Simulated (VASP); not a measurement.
Crystal: Ag.

```
Ag
1.0
    -1.65565    1.65565    1.65565
     1.65565   -1.65565    1.65565
     1.65565    1.65565   -1.65565
Ag
1
Direct
  0.00000 0.00000 0.00000
```

* Program: VASP 6.6.1
* Task: relaxation of cell and atoms
* Functional: PBEsol
* Potentials or basis: VASP PAW PBE potentials, release 64 (Ag)
* Cutoff: 600 eV
* k mesh: 18 × 18 × 18
* Occupations: gaussian, width 0.1 eV
* Spin: no spin polarisation

At the start: pressure -7.2 GPa; volume 18.15 Å³/atom.

Q: Where does the relaxation end?

A: Over 3 steps the energy falls by 34.9 meV/atom and the volume is 16.75 Å³/atom (-7.7 %); space group Im-3m (No. 229, to 0.05 Å).

Step by step:
| step | energy change (eV) | largest force (eV/Å) | pressure (GPa) | volume (Å³) |
| --- | --- | --- | --- | --- |
| 1 | 0.0000 | 0.0000 | -7.15 | 18.15 |
| 2 | -0.0253 | 0.0000 | 5.54 | 16.11 |
| 3 | -0.0349 | 0.0000 | 0.02 | 16.75 |

Final structure:
```cif
data_structure
_symmetry_space_group_name_H-M 'P 1'
_symmetry_Int_Tables_number 1
_cell_length_a 2.7917
_cell_length_b 2.7917
_cell_length_c 2.7917
_cell_angle_alpha 109.471
_cell_angle_beta 109.471
_cell_angle_gamma 109.471
_cell_volume 16.75
loop_
_atom_site_label
_atom_site_type_symbol
_atom_site_fract_x
_atom_site_fract_y
_atom_site_fract_z
_atom_site_occupancy
Ag1 Ag 0.00000 0.00000 0.00000 1
```

Caveat: the PAW data sets were made with another functional, which shifts forces and pressure a little.
